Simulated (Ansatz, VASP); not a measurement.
**Ca2Sn2N in VASP and in Ansatz**

```xyz
5
Lattice="1.7960 1.0369 10.5948 -1.7960 1.0369 10.5948 0.0000 -2.0738 10.5948" Properties=species:S:1:pos:R:3 pbc="T T T"
Ca    0.0000    0.0000   22.4434
Ca    0.0000    0.0000    9.3410
Sn    0.0000    0.0000   27.6599
Sn    0.0000    0.0000    4.1246
N     0.0000    0.0000    0.0000
```

Alike in both runs: functional PBE; k mesh 5 × 5 × 5; occupations gaussian, width 0.2 eV; no spin polarisation.

Ansatz relaxed the structure, and its values are those at the end. VASP's run is a single point on that final structure, the one shown.

|  | VASP | Ansatz |
| --- | --- | --- |
| version | VASP 6.6.1 | Ansatz 0.2.0 |
| potentials or method | VASP PAW PBE potentials, release 64 (Ca_sv, Sn_d, N), cutoff 520 eV | scalar-relativistic, plane waves, PAW |
| valence electrons in the cell | 53 | 53 |

|  | VASP | Ansatz | Ansatz less VASP |
| --- | --- | --- | --- |
| gap on the k mesh at the Fermi level (eV) | none | none | - |
| pressure (GPa) | -0.1 | -0.3 | -0.11 |
| rms of the force components (eV/Å) | 0.019 | 0.013 | -0.0059 |

A gap of «none» marks a metal or a gap that the smearing closes. The functional is the same, so the differences come from potentials, cutoffs and numerics.

The k mesh is coarse, so the values compare programs but aren't converged.
